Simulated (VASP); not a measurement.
A run of VASP 6.6.1 is set up as follows.

File INCAR:

```
SYSTEM = TiB2
ALGO = Normal ; EDIFF = 1E-6
ENCUT = 520 ; GGA = PE
ISIF = 2 ; ISMEAR = 0
LASPH = .True. ; LCHARG = .True.
LELF = .True. ; LREAL = .False.
LVHAR = .True. ; LWAVE = .False.
NBANDS = 16 ; NELM = 80
PREC = Accurate ; SIGMA = 0.15
```

Contents of KPOINTS:

```
k-points
0
Gamma
  18 18 14
  0 0 0
```

File POSCAR:

```
TiB2
1.0
    2.9711687559      0.0000000000      0.0000000000
   -1.4855843780      2.5731076215      0.0000000000
    0.0000000000      0.0000000000      3.2242295241
Ti B
1 2
Direct
    0.0000000000      0.0000000000      0.0000000000
    0.3333333333      0.6666666667      0.5000000000
    0.6666666667      0.3333333333      0.5000000000
```

Potentials or basis: VASP PAW PBE potentials, release 64 (Ti_sv, B).

The run is started by

```console
$ cat potpaw_PBE.64/Ti_sv/POTCAR potpaw_PBE.64/B/POTCAR > POTCAR
$ mpirun -np 1 vasp_std > vasp.out
```

(1) Estimate the pressure.

(2) Estimate the band gap on the k mesh.

Answers

(1) 12.3 GPa.

(2) zero (band 9 reaches 10.97 eV, above the bottom of band 10 at 10.15 eV).

Caveat: the cell differs from its parent crystal (strain -0.0200 x Voigt [1, 1, 0, 0, 0, 0]).
